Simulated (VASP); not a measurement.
Write the native input for VASP 6.6.1 that does the following.

```
Task                   : single point
Functional             : PBEsol
Potentials or basis    : VASP PAW PBE potentials, release 64 (Zr_sv)
Cutoff                 : 520 eV
k mesh                 : 6 × 6 × 4
Occupations            : gaussian, width 0.05 eV
Spin                   : no spin polarisation
Dipole correction      : no
Further INCAR settings : ALGO = Normal; EDIFF = 1e-06; NBANDS = 19
```

The structure of Zr lies in POSCAR:

```
Zr
1.0
    3.1923321045      0.0000000000      0.0000000000
   -1.5961660522      2.7646406998      0.0000000000
    0.0000000000      0.0000000000      5.0838321134
Zr
2
Direct
    0.3333333333      0.6666666667      0.2500000000
    0.6666666667      0.3333333333      0.7500000000
```

These files were run (other wordings do the same):

INCAR

```
SYSTEM = Zr
  ALGO = Normal
  EDIFF = 1E-6
  ENCUT = 520
  GGA = PS
  ISIF = 2
  ISMEAR = 0
  LASPH = .True.
  LCHARG = .False.
  LREAL = .False.
  LWAVE = .False.
  NBANDS = 19
  NELM = 100
  PREC = Accurate
  SIGMA = 0.05
```

KPOINTS

```
k-points
0
Gamma
  6 6 4
  0 0 0
```

Potentials or basis: VASP PAW PBE potentials, release 64 (Zr_sv).

Launch:

```console
$ cat potpaw_PBE.64/Zr_sv/POTCAR > POTCAR
$ mpirun -np 1 vasp_std > vasp.out
```

It gave:

| Property | Result |
| --- | --- |
| Pressure | 0.1 GPa |
| Band gap on the k mesh | zero (band 12 reaches 10.15 eV, above the bottom of band 13 at 9.30 eV) |

Caveat: the k points lie up to 0.38 Å⁻¹ apart; the PAW data sets were made with another functional, which shifts forces and pressure a little.

Wall time 12 s on 1 thread of Intel(R) Xeon(R) Platinum 8259CL CPU @ 2.50GHz (Skylake/Cascade Lake) (shared host), peak memory 0.16 GiB.
